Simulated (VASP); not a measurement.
A run of VASP 6.6.1 is set up as follows.

The input INCAR:

```
PREC     = Accurate       # precision mode
ENCUT    = 600            # plane-wave cutoff, eV
EDIFF    = 1E-6           # SCF threshold, eV
ISMEAR   = 0              # smearing method
SIGMA    = 0.1            # smearing width, eV
LREAL    = F              # projectors in reciprocal space
LASPH    = T              # aspherical terms in the spheres
NELM     = 100            # most SCF steps
ALGO     = Normal         # electronic algorithm
ISIF     = 3              # what is computed and relaxed
LWAVE    = F              # write WAVECAR
LCHARG   = F              # write CHGCAR
GGA      = PE             # functional
IBRION   = 2              # ionic algorithm
NSW      = 90             # ionic steps
EDIFFG   = -0.04          # ionic threshold
```

File KPOINTS:

```
regular mesh
0
Gamma
  6 6 4
```

POSCAR

```
In3O2
1.0
    4.3763313500      0.0000000000      0.0000000000
   -2.1881656800      3.7900141300      0.0000000000
    0.0000000000      0.0000000000      5.3739763200
In O
3 2
Direct
    0.0000000000      0.0000000000      0.7454000100
    0.0000000000      0.0000000000      0.2545999900
    0.6666666700      0.3333333300      0.0000000000
    0.6666666700      0.3333333300      0.5000000000
    0.3333333300      0.6666666700      0.0000000000
```

Potentials or basis: VASP PAW PBE potentials, release 64 (In_d, O).

Command:

```bash
$ cat potpaw_PBE.64/In_d/POTCAR potpaw_PBE.64/O/POTCAR > POTCAR
$ mpirun -np 1 vasp_std > vasp.out
```

Question: Predict the relaxed cell.

Answer: a = 3.709 Å, b = 3.709 Å, c = 7.844 Å, α = 90.00°, β = 90.00°, γ = 120.00°.

Question: Predict the band gap on the k mesh.

Answer: Zero (an odd number of electrons rules out a gap without spin polarisation).

Question: Predict the relaxed volume.

Answer: 18.69 Å³/atom.

Forces on the atoms (eV/Å):
```
In   0.000  0.000 -0.036
In   0.000  0.000  0.036
In   0.000  0.000  0.000
O    0.000  0.000  0.000
O    0.000  0.000  0.000
```

Caveat: a cell axis changed by over 15 % at a fixed basis, so the end point is rough; spin-orbit coupling is left out, which moves the levels of the heavy elements; an odd number of electrons without spin polarisation forces a metal; a magnetic or distorted state may lie lower.
